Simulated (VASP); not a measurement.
A run of VASP 6.6.1 is set up as follows.

POSCAR

```
GaN
1.0
    3.1827480972      0.0000000001      0.0000000000
   -1.5913740487      2.7563407060      0.0000000000
    0.0000000000      0.0000000000      5.1845637132
Ga N
2 2
Direct
    0.3333333333      0.6666666667     -0.0009023823
    0.6666666667      0.3333333333      0.4990976177
    0.3333333333      0.6666666667      0.3759023823
    0.6666666667      0.3333333333      0.8759023823
```

Contents of INCAR.step1:

```
ALGO = Normal
EDIFF = 1E-5
ENCUT = 910
GGA = PE
GGA_COMPAT = F
ISMEAR = 0
LASPH = T
LCHARG = F
LREAL = F
LWAVE = T
NBANDS = 26
NELM = 120
PREC = Accurate
SIGMA = 0.05
```

File INCAR.step2:

```
ALGO = Normal
EDIFF = 1E-6
ENCUT = 910
GGA_COMPAT = F
ISIF = 2
ISMEAR = 0
ISTART = 1
IVDW = 12
LASPH = T
LCHARG = T
LELF = T
LMIXTAU = T
LREAL = F
LVHAR = T
LWAVE = F
METAGGA = R2SCAN
NBANDS = 26
NELM = 120
PREC = Accurate
SIGMA = 0.05
VDW_A1 = 0.49484001
VDW_A2 = 5.73083694
VDW_S6 = 1.0
VDW_S8 = 0.78981345
```

Contents of KPOINTS:

```
k-points
0
Gamma
  8 8 4
```

Potentials or basis: VASP PAW PBE potentials, release 64 (Ga_d, N_h).

Run with:

```bash
$ cat potpaw_PBE.64/Ga_d/POTCAR potpaw_PBE.64/N_h/POTCAR > POTCAR
$ cp INCAR.step1 INCAR
$ mpirun -np 1 vasp_std > vasp.out
$ cp INCAR.step2 INCAR
$ mpirun -np 1 vasp_std > vasp.out
```

(1) What does it give for the pressure?

(2) Predict the largest force.

(3) Estimate the dispersion energy per atom.

Results:

(1) -0.7 GPa.

(2) 0.005 eV/Å.

(3) -0.121 eV.

Caveat: the cutoff is under 1.25 times the usual one of these potentials, so pressure, stress and relaxed cells hold a basis-set (Pulay) error; the PAW data sets were made with another functional, which shifts forces and pressure a little.

**What was measured.**

“Studying electronic properties in GaN without electrical contacts using γ-γ vs e−-γ Perturbed Angular Correlations”, 2019, pmc:6823545 quotes, for a bulk crystal of GaN: band gap 3.503 ± 0.005 eV (direct).

Against the measured gap of GaN, 3.503 eV (direct; quoted in “Studying electronic properties in GaN without electrical contacts using γ-γ vs e−-γ Perturbed Angular Correlations”, 2019, pmc:6823545), the calculated 2.34 eV is off by -1.16 eV. Spin-orbit coupling on Ga is left out. The value is that of r2SCAN+D3(BJ), without temperature or zero-point motion.
